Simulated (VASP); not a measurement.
A run of VASP 6.6.1 is set up as follows.

File INCAR:

```
PREC     = Accurate       # precision mode
ENCUT    = 520            # plane-wave cutoff, eV
EDIFF    = 1E-6           # SCF threshold, eV
ISMEAR   = -4             # smearing method
SIGMA    = 0.1            # smearing width, eV
LREAL    = F              # projectors in reciprocal space
LASPH    = T              # aspherical terms in the spheres
NELM     = 80             # most SCF steps
ALGO     = Normal         # electronic algorithm
ISIF     = 2              # what is computed and relaxed
LWAVE    = F              # write WAVECAR
LCHARG   = F              # write CHGCAR
GGA      = PE             # functional
NBANDS   = 24             # bands
```

File KPOINTS:

```
regular mesh
0
Gamma
  8 8 12
```

The input POSCAR:

```
ZrC
1.0
    4.2425692316      0.0000000000      0.0000000000
    0.0000000000      4.2425692316      0.0000000000
    0.0000000000      0.0000000000      3.1123587551
Zr C
2 2
Direct
    0.5000000000      0.0000000000      0.2282707802
    0.0000000000      0.5000000000      0.7717292198
    0.0000000000      0.0000000000      0.0000000000
    0.5000000000      0.5000000000      0.0000000000
```

Potentials or basis: VASP PAW PBE potentials, release 64 (Zr_sv, C).

The run is started by

```bash
$ cat potpaw_PBE.64/Zr_sv/POTCAR potpaw_PBE.64/C/POTCAR > POTCAR
$ mpirun -np 1 vasp_std > vasp.out
```

(1) Estimate the largest force.

(2) Predict the pressure.

Results:

(1) 0.057 eV/Å.

(2) 0.3 GPa.
